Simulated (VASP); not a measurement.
## BiOs2: single point with PBE

BiOs2:

```xyz
6
Lattice="0.0000 3.8380 3.8380 3.8380 0.0000 3.8380 3.8380 3.8380 0.0000" Properties=species:S:1:pos:R:3 pbc="T T T"
Bi    0.0000    0.0000    0.0000
Bi    1.9190    1.9190    1.9190
Os    4.7975    4.7975    4.7975
Os    4.7975    2.8785    2.8785
Os    2.8785    2.8785    4.7975
Os    2.8785    4.7975    2.8785
```

| Property | Result |
| --- | --- |
| Program | VASP 6.6.1 |
| Task | single point |
| Functional | PBE |
| Potentials or basis | VASP PAW PBE potentials, release 64 (Bi_d, Os) |
| Cutoff | 520 eV |
| k mesh | 8 × 8 × 8 |
| Occupations | gaussian, width 0.1 eV |
| Spin | no spin polarisation |
| Dipole correction | no |
| Further INCAR settings | ALGO = Fast; EDIFF = 1e-06; NBANDS = 40 |

The pressure is -0.1 GPa and the band gap on the k mesh is zero (bands 31 and 32 overlap by 0.80 eV).

Levels at points of the mesh, in eV from the Fermi level:
```
           k point  band 28  band 29  band 30  band 31  band 32  band 33  band 34  band 35
(0.00, 0.00, 0.00)    -0.07     0.00     0.00     0.00     0.31     0.31     1.51     2.34
(0.50, 0.00, 0.00)    -0.79    -0.16    -0.06    -0.06     0.18     0.18     0.36     0.36
(0.50, 0.50, 0.00)    -1.63    -1.02    -1.02     0.05     0.05     0.28     0.28     1.75
```

Run time: 72 s on 1 thread of Intel(R) Xeon(R) 6975P-C (Granite Rapids) (shared host), peak memory 0.3 GiB.

Caveat: spin-orbit coupling is left out, which moves the levels of the heavy elements.
